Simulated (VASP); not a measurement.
HfMoC2:

```
CELL_PARAMETERS angstrom
3.14829 0.00000 0.00000
0.00000 3.14829 0.00000
0.00000 0.00000 4.42455
ATOMIC_POSITIONS crystal
Hf 0.00000 0.00000 0.00000
Mo 0.50000 0.50000 0.50000
C 0.50000 0.50000 0.00000
C 0.00000 0.00000 0.50000
```

Base run:

| Property | Result |
| --- | --- |
| Program | VASP 6.6.1 |
| Functional | r2SCAN |
| Potentials or basis | VASP PAW PBE potentials, release 64 (Hf_pv, Mo_sv, C) |
| Cutoff | 520 eV |
| k mesh | 8 × 8 × 6 |
| Occupations | fermi-dirac, width 0.05 eV |
| Spin | no spin polarisation |

Its results: band gap on the k mesh zero (bands 16 and 17 overlap by 2.62 eV); pressure 9.3 GPa.

Q: The run is repeated on the same cell with these changes: functional from r2SCAN to PBE; further incar settings from ALGO = Normal; EDIFF = 1e-06; NBANDS = 24 to ALGO = Normal; EDIFF = 1e-07; NBANDS = 24. What comes out?

A: Band gap on the k mesh zero (bands 16 and 17 overlap by 2.71 eV); pressure 10.9 GPa.

Caveats: the cell stands under pressure; spin-orbit coupling is left out, which moves the levels of the heavy elements; the PAW data sets were made with another functional, which shifts forces and pressure a little (at least some runs).
